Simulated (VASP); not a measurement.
# Cs2PdCl4 (P4/mmm) in VASP: single point with LDA

Aim: the single point of Cs2PdCl4 with LDA.

Everything below comes from runs of VASP 6.6.1. Logs are shortened: lines on timing, memory, paths and dates and some standing lists are left out, and cuts for length are marked.

## (1) The cell of the first run

It takes space group P4/mmm (No. 123, tetragonal). The conventional cell has a = 7.416 Å, b = 7.416 Å, c = 4.679 Å, α = 90.00°, β = 90.00°, γ = 90.00°. Within 4.7 Å of Cs (site symmetry mmm) lie 8 Cl at 3.53 Å and 4 Pd at 4.38 Å and 2 Cs at 4.68 Å. Pd (site symmetry 4/mmm) has 4 Cl at 2.32 Å within 3.1 Å. Within 3.1 Å of Cl (site symmetry m2m) lie 1 Pd at 2.32 Å.

## (2) Single point, LDA, non-collinear spin, zero start, moments held on the sites, spin-orbit coupling

Input file INCAR:

```
SYSTEM = Cs2PdCl4
  ALGO = Normal
  AMIX = 0.2
  AMIX_MAG = 0.8
  BMIX = 1E-4
  BMIX_MAG = 1E-4
  EDIFF = 1E-6
  ENCUT = 500
  GGA = CA
  GGA_COMPAT = .False.
  ISIF = 2
  ISMEAR = 0
  ISYM = -1
  I_CONSTRAINED_M = 1
  KPAR = 4
  LAMBDA = 10
  LASPH = .True.
  LCHARG = .False.
  LMAXMIX = 4
  LNONCOLLINEAR = .True.
  LORBIT = 11
  LORBMOM = .True.
  LREAL = .False.
  LSORBIT = .True.
  LWAVE = .False.
  MAGMOM = 0 0 0 0 0 0 0 0 0 0 0 0 0 0 0 0 0 0 0 0 0
  M_CONSTR = 0.289 0.289 0.289 0.289 0.289 0.289 0 0 0 0 0 0 0 0 0 0 0 0 0 0 0
  NBANDS = 73
  NELM = 200
  PREC = Accurate
  RWIGS = 1.50 1.39 1.02
  SIGMA = 0.05
```

Input file KPOINTS:

```
k-points
0
Gamma
  3 3 4
  0 0 0
```

Input file POSCAR:

```
Cs2PdCl4
1.0
    7.4157995700      0.0000000000      0.0000000000
    0.0000000000      7.4157995700      0.0000000000
    0.0000000000      0.0000000000      4.6791997300
Cs Pd Cl
2 1 4
Direct
    0.0000000000      0.5000000000      0.5000000000
    0.5000000000      0.0000000000      0.5000000000
    0.0000000000      0.0000000000      0.0000000000
    0.2210000000      0.2210000000      0.0000000000
    0.7790000000      0.2210000000      0.0000000000
    0.7790000000      0.7790000000      0.0000000000
    0.2210000000      0.7790000000      0.0000000000
```

Potentials or basis: VASP PAW LDA potentials, release 64 (Cs_sv, Pd, Cl).

Run with:

```bash
$ cat potpaw_LDA.64/Cs_sv/POTCAR potpaw_LDA.64/Pd/POTCAR potpaw_LDA.64/Cl/POTCAR > POTCAR
$ mpirun -np 4 vasp_ncl > vasp.out
```

OUTCAR:

```text
SYSTEM = Cs2PdCl4
   AMIX = 0.2
   AMIX_MAG = 0.8
   EDIFF = 1E-6
   ENCUT = 500
   GGA = CA
   ISIF = 2
   ISMEAR = 0
   ISYM = -1
   LASPH = .True.
   LNONCOLLINEAR = .True.
   LORBIT = 11
   LREAL = .False.
   LSORBIT = .True.
   NELM = 200
   PREC = Accurate

 ion  position               nearest neighbor table
   1  0.000  0.500  0.500-
   2  0.500  0.000  0.500-
   3  0.000  0.000  0.000-   4 2.32   5 2.32   6 2.32   7 2.32
   4  0.221  0.221  0.000-   3 2.32
   5  0.779  0.221  0.000-   3 2.32
   6  0.779  0.779  0.000-   3 2.32
   7  0.221  0.779  0.000-   3 2.32

IMPORTANT INFORMATION: All symmetrisations will be switched off!
NOSYMM: (Re-)initialisation of all symmetry stuff for point group C_1.

----------------------------------------------------------------------------------------

                                     Primitive cell

  volume of cell :     257.3283

  direct lattice vectors                    reciprocal lattice vectors
     7.415799570  0.000000000  0.000000000     0.134847226  0.000000000  0.000000000
     0.000000000  7.415799570  0.000000000     0.000000000  0.134847226  0.000000000
     0.000000000  0.000000000  4.679199730     0.000000000  0.000000000  0.213711758

  length of vectors
     7.415799570  7.415799570  4.679199730     0.134847226  0.134847226  0.213711758

  position of ions in fractional coordinates (direct lattice)
     0.000000000  0.500000000  0.500000000
     0.500000000  0.000000000  0.500000000
     0.000000000  0.000000000  0.000000000
     0.221000000  0.221000000  0.000000000
     0.779000000  0.221000000  0.000000000
     0.779000000  0.779000000  0.000000000
     0.221000000  0.779000000  0.000000000

  ion indices of the primitive-cell ions
   primitive index   ion index
                 1           1
                 2           2
                 3           3
                 4           4
                 5           5
                 6           6
                 7           7

----------------------------------------------------------------------------------------

 KPOINTS: k-points

Automatic generation of k-mesh.
 Grid dimensions read from file:
 generate k-points for:    3    3    4

 Generating k-lattice:

  Cartesian coordinates                     Fractional coordinates (reciprocal lattice)
     0.044949075  0.000000000  0.000000000     0.333333333  0.000000000  0.000000000
     0.000000000  0.044949075  0.000000000     0.000000000  0.333333333  0.000000000
     0.000000000  0.000000000  0.053427939     0.000000000  0.000000000  0.250000000

  Length of vectors
     0.044949075  0.044949075  0.053427939

  Shift w.r.t. Gamma in fractional coordinates (k-lattice)
     0.000000000  0.000000000  0.000000000

 Subroutine IBZKPT returns following result:
 ===========================================

 Found     36 irreducible k-points:

 Following reciprocal coordinates:
            Coordinates               Weight
  0.000000  0.000000  0.000000      1.000000
  0.333333  0.000000  0.000000      1.000000
 -0.333333  0.000000  0.000000      1.000000
  0.000000  0.333333  0.000000      1.000000
  0.333333  0.333333  0.000000      1.000000
 -0.333333  0.333333  0.000000      1.000000
[... 16 lines left out ...]
  0.333333  0.333333  0.500000      1.000000
 -0.333333  0.333333  0.500000      1.000000
 [... further k-points ...]
   k-points           NKPTS =     36   k-points in BZ     NKDIM =     36   number of bands    NBANDS=     73
   number of dos      NEDOS =    301   number of ions     NIONS =      7
   total plane-waves  NPLWV = 104976
   dimension x,y,z NGX =    54 NGY =   54 NGZ =   36
   dimension x,y,z NGXF=   108 NGYF=  108 NGZF=   72
   ions per type =               2   1   4
   NGX,Y,Z   is equivalent  to a cutoff of  12.11, 12.11, 12.79 a.u.
   NGXF,Y,Z  is equivalent  to a cutoff of  24.21, 24.21, 25.58 a.u.
 SYSTEM =  Cs2PdCl4
[... 77 lines left out ...]
      6     -14.4580      1.00000
[... 1693 lines left out ...]
     67       6.5872      0.00000
     68       6.5872      0.00000

 [... further k-points ...]

 [bands above 68 left out]

------------------------ aborting loop because EDIFF is reached ----------------------------------------

  FORCE on cell =-STRESS in cart. coord.  units (eV):
  Direction    XX          YY          ZZ          XY          YZ          ZX
  --------------------------------------------------------------------------------------
  -------------------------------------------------------------------------------------
  Total       -3.7252377     -3.7252332     -2.2758514     -0.0000016     -0.0000027     -0.0000015
  in kB      -23.1940733    -23.1940451    -14.1699048     -0.0000102     -0.0000167     -0.0000096
  external PRESSURE =     -20.1860077 kB  Pullay stress =       0.0000000 kB

 VOLUME and BASIS-vectors are now :
 -----------------------------------------------------------------------------
  energy-cutoff  :      500.00
  volume of cell :      257.33
      direct lattice vectors                 reciprocal lattice vectors
     7.415799570  0.000000000  0.000000000     0.134847226  0.000000000  0.000000000
     0.000000000  7.415799570  0.000000000     0.000000000  0.134847226  0.000000000
     0.000000000  0.000000000  4.679199730     0.000000000  0.000000000  0.213711758

 POSITION                                       TOTAL-FORCE (eV/Angst)
 -----------------------------------------------------------------------------------
      0.00000      3.70790      2.33960         0.000002     -0.000002      0.000001
      3.70790      0.00000      2.33960         0.000002      0.000001      0.000000
      0.00000      0.00000      0.00000         0.000008      0.000004      0.000001
      1.63889      1.63889      0.00000        -0.305791     -0.305791      0.000001
      5.77691      1.63889      0.00000         0.305788     -0.305788     -0.000001
      5.77691      5.77691      0.00000         0.305783      0.305786     -0.000002
      1.63889      5.77691      0.00000        -0.305792      0.305790     -0.000000
 -----------------------------------------------------------------------------------
    total drift:                               -0.000003      0.000003     -0.000006

  FREE ENERGIE OF THE ION-ELECTRON SYSTEM (eV)
  ---------------------------------------------------
  free  energy   TOTEN  =       -27.7106817362 eV

  energy  without entropy=      -27.7106817362  energy(sigma->0) =      -27.71068174

 orbital moment (x)

 # of ion     p       d       tot
 ----------------------------------------
  1         0.000   0.000   0.000
  2        -0.000   0.000  -0.000
  3         0.000  -0.000  -0.000
  4        -0.000   0.000  -0.000
  5        -0.000   0.000  -0.000
  6        -0.000   0.000  -0.000
  7         0.000   0.000   0.000
 ----------------------------------------
           -0.000  -0.000  -0.000

 orbital moment (y)

 # of ion     p       d       tot
 ----------------------------------------
  1        -0.000   0.000  -0.000
  2         0.000   0.000   0.000
  3        -0.000  -0.000  -0.000
  4        -0.000   0.000  -0.000
  5        -0.000   0.000  -0.000
  6         0.000   0.000   0.000
  7        -0.000   0.000  -0.000
 ----------------------------------------
            0.000  -0.000  -0.000

 orbital moment (z)

 # of ion     p       d       tot
 ----------------------------------------
  1        -0.000  -0.000  -0.000
  2        -0.000   0.000  -0.000
  3         0.000   0.000   0.000
  4         0.000   0.000   0.000
  5         0.000   0.000   0.000
  6         0.000   0.000   0.000
  7        -0.000   0.000  -0.000
 ----------------------------------------
            0.000   0.000   0.000

 Spin-Orbit-Coupling matrix elements

 Ion:    1  E_soc:     -0.2948547
 l=   1
     0.0000000    -0.0490508    -0.0491636
    -0.0490508     0.0000000    -0.0491427
    -0.0491636    -0.0491427     0.0000000
 l=   2
     0.0000000    -0.0000067     0.0000000    -0.0000071    -0.0000106
    -0.0000067     0.0000000    -0.0000170    -0.0000085    -0.0000035
     0.0000000    -0.0000170     0.0000000    -0.0000151     0.0000000
    -0.0000071    -0.0000085    -0.0000151     0.0000000    -0.0000017
    -0.0000106    -0.0000035     0.0000000    -0.0000017     0.0000000
 l=   3
     0.0000000     0.0000000     0.0000000     0.0000000     0.0000000     0.0000000     0.0000000
     0.0000000     0.0000000     0.0000000     0.0000000     0.0000000     0.0000000     0.0000000
     0.0000000     0.0000000     0.0000000     0.0000000     0.0000000     0.0000000     0.0000000
     0.0000000     0.0000000     0.0000000     0.0000000     0.0000000     0.0000000     0.0000000
[... 109 lines left out ...]
 l=   2
     0.0000000     0.0000000     0.0000000     0.0000000     0.0000000
     0.0000000     0.0000000     0.0000000     0.0000000     0.0000000
     0.0000000     0.0000000     0.0000000     0.0000000     0.0000000
     0.0000000     0.0000000     0.0000000     0.0000000     0.0000000
     0.0000000     0.0000000     0.0000000     0.0000000     0.0000000
 l=   3
     0.0000000     0.0000000     0.0000000     0.0000000     0.0000000     0.0000000     0.0000000
     0.0000000     0.0000000     0.0000000     0.0000000     0.0000000     0.0000000     0.0000000
     0.0000000     0.0000000     0.0000000     0.0000000     0.0000000     0.0000000     0.0000000
     0.0000000     0.0000000     0.0000000     0.0000000     0.0000000     0.0000000     0.0000000
     0.0000000     0.0000000     0.0000000     0.0000000     0.0000000     0.0000000     0.0000000
     0.0000000     0.0000000     0.0000000     0.0000000     0.0000000     0.0000000     0.0000000
     0.0000000     0.0000000     0.0000000     0.0000000     0.0000000     0.0000000     0.0000000

 total charge

# of ion       s       p       d       tot
------------------------------------------
    1        1.829   4.685   0.029   6.544
    2        1.829   4.685   0.029   6.544
    3        0.460   0.487   8.489   9.436
    4        1.592   3.485   0.000   5.077
    5        1.592   3.485   0.000   5.077
    6        1.592   3.485   0.000   5.077
    7        1.592   3.485   0.000   5.077
--------------------------------------------------
tot         10.485  23.799   8.548  42.832

 magnetization (x)

# of ion       s       p       d       tot
------------------------------------------
    1        0.000   0.000   0.000   0.000
    2       -0.000  -0.000  -0.000  -0.000
    3       -0.000  -0.000   0.000  -0.000
    4       -0.000   0.000   0.000  -0.000
    5        0.000   0.000   0.000   0.000
    6       -0.000  -0.000   0.000  -0.000
    7        0.000   0.000   0.000   0.000
--------------------------------------------------
tot         -0.000   0.000   0.000   0.000

 magnetization (y)

# of ion       s       p       d       tot
------------------------------------------
    1       -0.000  -0.000   0.000  -0.000
    2        0.000   0.000   0.000   0.000
    3        0.000  -0.000  -0.000  -0.000
    4        0.000  -0.000   0.000  -0.000
    5        0.000   0.000   0.000   0.000
    6        0.000  -0.000   0.000   0.000
    7       -0.000  -0.000   0.000  -0.000
--------------------------------------------------
tot          0.000   0.000  -0.000   0.000

 magnetization (z)

# of ion       s       p       d       tot
------------------------------------------
    1        0.000   0.000   0.000   0.000
    2        0.000  -0.000   0.000   0.000
    3       -0.000   0.000   0.000   0.000
    4       -0.000   0.000   0.000   0.000
    5       -0.000  -0.000   0.000  -0.000
    6       -0.000  -0.000   0.000  -0.000
    7       -0.000  -0.000   0.000  -0.000
--------------------------------------------------
tot          0.000  -0.000   0.000  -0.000
```

It took 7.3 min on 4 MPI ranks of AMD EPYC 7R13 (Zen 3), shared host; peak memory 1.1 GiB.

What came out:

| Item | Value |
| --- | --- |
| Free energy | -27.7107 eV |
| Largest force | 0.432 eV/Å |
| Net moment | 0.00 μB per cell |
| Valence electrons inside the program's atomic spheres | Cs 6.54; Pd 9.44; Cl 5.08 |

Forces in eV/Å, atoms in the order of the input:
```
Cs   0.000  0.000  0.000
Cs   0.000  0.000  0.000
Pd   0.000  0.000  0.000
Cl  -0.306 -0.306  0.000
Cl   0.306 -0.306  0.000
Cl   0.306  0.306  0.000
Cl  -0.306  0.306  0.000
```

Moments on the atoms (μB; x, y, z):
```
Cs  0.00 0.00 0.00
Cs  0.00 0.00 0.00
Pd  0.00 0.00 0.00
Cl  0.00 0.00 0.00
Cl  0.00 0.00 0.00
Cl  0.00 0.00 0.00
Cl  0.00 0.00 0.00
```

Caveat: moments held by a penalty.
